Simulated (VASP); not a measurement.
# HgTe (I4mm) in VASP: further runs

HgTe is run at these levels: PBE; tasks: single point.

Program: VASP 6.6.1. These are calculated values, not measurements. Logs are shortened: lines on timing, memory, paths and dates and some standing lists are left out, and cuts for length are marked.

### 1 The cell of the first run

It takes space group I4mm (No. 107, tetragonal). Conventional cell: a = 4.352 Å, b = 4.352 Å, c = 6.154 Å, α = 90.00°, β = 90.00°, γ = 90.00°. Within 3.4 Å of Hg (site symmetry 4mm) lie 5 Te at 2.58 to 3.12 Å. Te (site symmetry 4mm) has 5 Hg at 2.58 to 3.12 Å within 3.4 Å.

### 2 Single point, PBE (all Hg atoms moved -0.500 Å, as atom 1 along Cartesian [0 0 1])

INCAR reads:

```
  PREC = Accurate
  ENCUT = 520
  EDIFF = 1E-6
  ISMEAR = 0
  SIGMA = 0.15
  LREAL = False
  LASPH = True
  NELM = 80
  ALGO = Normal
  ISIF = 2
  LWAVE = False
  LCHARG = False
  GGA = PE
  NBANDS = 16
```

KPOINTS reads:

```
regular mesh
0
Gamma
  14 14 14
```

POSCAR reads:

```
HgTe
1.0
    0.0000000000      3.0771170000      3.0771170000
    3.0771170000      0.0000000000      3.0771170000
    3.0771170000      3.0771170000      0.0000000000
Hg Te
1 1
Direct
   -0.0812448795     -0.0812448795      0.0812448795
    0.5000000000      0.5000000000      0.5000000000
```

Potentials or basis: VASP PAW PBE potentials, release 64 (Hg, Te).

The run is started by

```bash
$ cat potpaw_PBE.64/Hg/POTCAR potpaw_PBE.64/Te/POTCAR > POTCAR
$ mpirun -np 1 vasp_std > vasp.out
```

OUTCAR:

```text
PREC = Accurate
   ENCUT = 520
   EDIFF = 1E-6
   ISMEAR = 0
   LREAL = False
   LASPH = True
   NELM = 80
   ISIF = 2
   GGA = PE

 ion  position               nearest neighbor table
   1  0.919  0.919  0.081-   2 2.58   2 3.12   2 3.12   2 3.12   2 3.12   2 3.58
   2  0.500  0.500  0.500-   1 2.58   1 3.12   1 3.12   1 3.12   1 3.12   1 3.58

  LATTYP: Found a face centered cubic cell.
 ALAT       =     6.1542340000

  Lattice vectors:

 A1 = (   0.0000000000,   3.0771170000,   3.0771170000)
 A2 = (   3.0771170000,   0.0000000000,   3.0771170000)
 A3 = (   3.0771170000,   3.0771170000,   0.0000000000)

Analysis of symmetry for initial positions (statically):
=====================================================================
 Subroutine PRICEL returns:
 Original cell was already a primitive cell.

 Routine SETGRP: Setting up the symmetry group for a
 face centered cubic supercell.

 Subroutine GETGRP returns: Found  8 space group operations
 (whereof  8 operations were pure point group operations)
 out of a pool of 48 trial point group operations.

The static configuration has the point symmetry C_4v.

Analysis of symmetry for dynamics (positions and initial velocities):
=====================================================================
 Subroutine PRICEL returns:
 Original cell was already a primitive cell.

 Routine SETGRP: Setting up the symmetry group for a
 face centered cubic supercell.

 Subroutine GETGRP returns: Found  8 space group operations
 (whereof  8 operations were pure point group operations)
 out of a pool of 48 trial point group operations.

The dynamic configuration has the point symmetry C_4v.

 Subroutine INISYM returns: Found  8 space group operations
 (whereof  8 operations are pure point group operations),
 and found     1 'primitive' translations

----------------------------------------------------------------------------------------

                                     Primitive cell

  volume of cell :      58.2723

  direct lattice vectors                    reciprocal lattice vectors
     0.000000000  3.077117000  3.077117000    -0.162489759  0.162489759  0.162489759
     3.077117000  0.000000000  3.077117000     0.162489759 -0.162489759  0.162489759
     3.077117000  3.077117000  0.000000000     0.162489759  0.162489759 -0.162489759

  length of vectors
     4.351700594  4.351700594  4.351700594     0.281440518  0.281440518  0.281440518

  position of ions in fractional coordinates (direct lattice)
     0.918755121  0.918755121  0.081244879
     0.500000000  0.500000000  0.500000000
[... 78 lines left out ...]
   LREAL  =      F    real-space projection
   EDIFFG = 0.1E-04   stopping-criterion for IOM
   NSW    =      0    number of steps for IOM
   IBRION =     -1    ionic relax: 0-MD 1-quasi-New 2-CG
   NFREE  =      0    steps in history (QN), initial steepest desc. (CG)
   ISIF   =      2    stress and relaxation
   ISYM   =      2    0-nonsym 1-usesym 2-fastsym
   POTIM  = 0.5000    time-step for ionic-motion
   TEBEG  =    0.0;   TEEND  =   0.0 temperature during run
   PSTRESS=    0.0 pullay stress
   NELECT =      18.0000    total number of electrons
   NUPDOWN=      -1.0000    fix difference up-down
   EMIN   =  10.00;   EMAX   =-10.00  energy-range for DOS
   EFERMI =   0.00;   METHOD = LEGACY
   ISMEAR =     0;   SIGMA  =   0.15  broadening in eV -4-tet -1-fermi 0-gaus
   EFERMI_NEDOS =   21; number of points for ismear=-14 and -15
   IALGO  =     38    algorithm
   IMIX   =      4    mixing-type and parameters
     AMIX     =   0.40;   BMIX     =  1.00
     AMIX_MAG =   1.60;   BMIX_MAG =  1.00
  volume/ion in A,a.u.               =      29.14       196.62
  Fermi-wavevector in a.u.,A,eV,Ry     =   1.106653  2.091272 16.662809  1.224682
  Thomas-Fermi vector in A             =   2.243157
   LORBIT       =      0    0 simple, 1 ext, 2 COOP (PROOUT), +10 PAW based schemes
   GGA     = PE    functional components
   LHFCALC =     F    Hartree Fock is set to
   AEXX    =    0.0000 exact exchange contribution
   IVDW    =     0    specifies the selected vdW correction
   LEPSILON=     F    determine dielectric tensor
   LRPA    =     F    only Hartree local field effects (RPA)
 non-spin polarized calculation
 Gauss-broadening in eV      SIGMA  =   0.15
  energy-cutoff  :      520.00
  volume of cell :       58.27
 maximum number of plane-waves:      1588
   NGX = 17   NGY = 17   NGZ = 17

 number of electron      18.0000000 magnetization

 Free energy of the ion-electron system (eV)
  ---------------------------------------------------
  ext. energy  EPLUGINS =         0.00000000
  ---------------------------------------------------
  free energy    TOTEN  =        -3.02582481 eV

  energy without entropy =       -3.01085207  energy(sigma->0) =       -3.01833844

 E-fermi :   4.0574     XC(G=0):  -9.7058

 val. band max:        4.0527441194   @ k =   0.1429   0.0714   0.4286
 cond. band min:       4.0582029303   @ k =   0.0000  -0.3571   0.0714
 fundamental gap:      0.0054588109
 Fermi energy:         4.0574165034

 k-point     1 :       0.0000    0.0000    0.0000
  band No.  band energies     occupation
      1      -7.9250      2.00000
      2      -3.0354      2.00000
      3      -2.7594      2.00000
      4      -2.7594      2.00000
      5      -2.5533      2.00000
      6      -2.5129      2.00000
[... 433 lines left out ...]
      3      -2.9296      2.00000
      4      -2.8163      2.00000
      5      -2.4810      2.00000
      6      -2.4383      2.00000
[... 8 lines left out ...]
     15      14.4509      0.00000
     16      15.3494      0.00000

 [... further k-points ...]

------------------------ aborting loop because EDIFF is reached ----------------------------------------

  FORCE on cell =-STRESS in cart. coord.  units (eV):
  Direction    XX          YY          ZZ          XY          YZ          ZX
  --------------------------------------------------------------------------------------
  -------------------------------------------------------------------------------------
  Total       -0.0840966     -0.0840966      5.3806378      0.0000000      0.0000000      0.0000000
  in kB       -2.3122078     -2.3122078    147.9388778      0.0000000      0.0000000      0.0000000
  external PRESSURE =      47.7714874 kB  Pullay stress =       0.0000000 kB

 VOLUME and BASIS-vectors are now :
 -----------------------------------------------------------------------------
  energy-cutoff  :      520.00
  volume of cell :       58.27
      direct lattice vectors                 reciprocal lattice vectors
     0.000000000  3.077117000  3.077117000    -0.162489759  0.162489759  0.162489759
     3.077117000  0.000000000  3.077117000     0.162489759 -0.162489759  0.162489759
     3.077117000  3.077117000  0.000000000     0.162489759  0.162489759 -0.162489759

 POSITION                                       TOTAL-FORCE (eV/Angst)
 -----------------------------------------------------------------------------------
      3.07712      3.07712      5.65423         0.000000      0.000000      1.873790
      3.07712      3.07712      3.07712         0.000000      0.000000     -1.873790
 -----------------------------------------------------------------------------------
    total drift:                                0.000000      0.000000      0.000270

  FREE ENERGIE OF THE ION-ELECTRON SYSTEM (eV)
  ---------------------------------------------------
  free  energy   TOTEN  =        -3.0258248072 eV

  energy  without entropy=       -3.0108520668  energy(sigma->0) =       -3.01833844
```

OSZICAR:

```text
N       E                     dE             d eps       ncg     rms          rms(c)
DAV:   1     0.991740186646E+02    0.99174E+02   -0.77505E+03  7808   0.979E+02
DAV:   2    -0.863009249767E-01   -0.99260E+02   -0.93180E+02  9264   0.228E+02
DAV:   3    -0.325199749609E+01   -0.31657E+01   -0.31524E+01  9744   0.411E+01
DAV:   4    -0.327588066101E+01   -0.23883E-01   -0.23882E-01 11056   0.337E+00
DAV:   5    -0.327607185143E+01   -0.19119E-03   -0.19119E-03 10128   0.228E-01    0.820E+00
DAV:   6    -0.303424881076E+01    0.24182E+00   -0.44357E-01  9496   0.877E+00    0.630E+00
DAV:   7    -0.302695240060E+01    0.72964E-02   -0.95658E-02  9400   0.211E+00    0.230E+00
DAV:   8    -0.302587417095E+01    0.10782E-02   -0.91324E-03  8928   0.110E+00    0.467E-01
DAV:   9    -0.302580771277E+01    0.66458E-04   -0.78476E-04 10328   0.313E-01    0.771E-02
DAV:  10    -0.302581773599E+01   -0.10023E-04   -0.73997E-05  9552   0.832E-02    0.406E-02
DAV:  11    -0.302582499181E+01   -0.72558E-05   -0.15360E-05  9984   0.284E-02    0.160E-02
DAV:  12    -0.302582480716E+01    0.18465E-06   -0.14015E-06  6960   0.813E-03
   1 F= -.30258248E+01 E0= -.30183384E+01  d E =-.149727E-01
```

Wall time 3.1 min (1 thread of Intel Xeon 8259CL, shared host); peak memory 0.36 GiB.

Results:

```
Free energy            : -3.0258 eV
Pressure               : 4.8 GPa
Largest force          : 1.874 eV/Å
Band gap on the k mesh : zero (bands 9 and 10 overlap by 1.90 eV)
```

Forces in eV/Å, atoms in the order of the input:
```
Hg   0.000  0.000  1.874
Te   0.000  0.000 -1.874
```

Levels at points of the mesh, in eV from the Fermi level:
```csv
k point,band 7,band 8,band 9,band 10,band 11,band 12
"(0.00, 0.00, 0.00)",-1.13,-0.28,-0.28,-0.11,6.35,6.35
"(0.50, 0.00, 0.00)",-5.39,-0.15,0.14,2.65,3.93,4.22
"(0.50, 0.50, 0.00)",-4.96,-2.10,-2.10,-1.63,4.93,9.18
"(0.00, 0.50, 0.50)",-4.01,-3.13,-1.69,-1.30,4.30,9.43
```

Caveat: the cell differs from its parent crystal (all Hg atoms moved -0.500 Å, as atom 1 along Cartesian [0 0 1]); the stress differs along the axes, from -0 to 15 GPa; spin-orbit coupling is left out, which moves the levels of the heavy elements; forces of over 1 eV/Å act on the atoms, so gaps and moduli don't describe the material at rest.

(Part 1 of 2 ends here.)
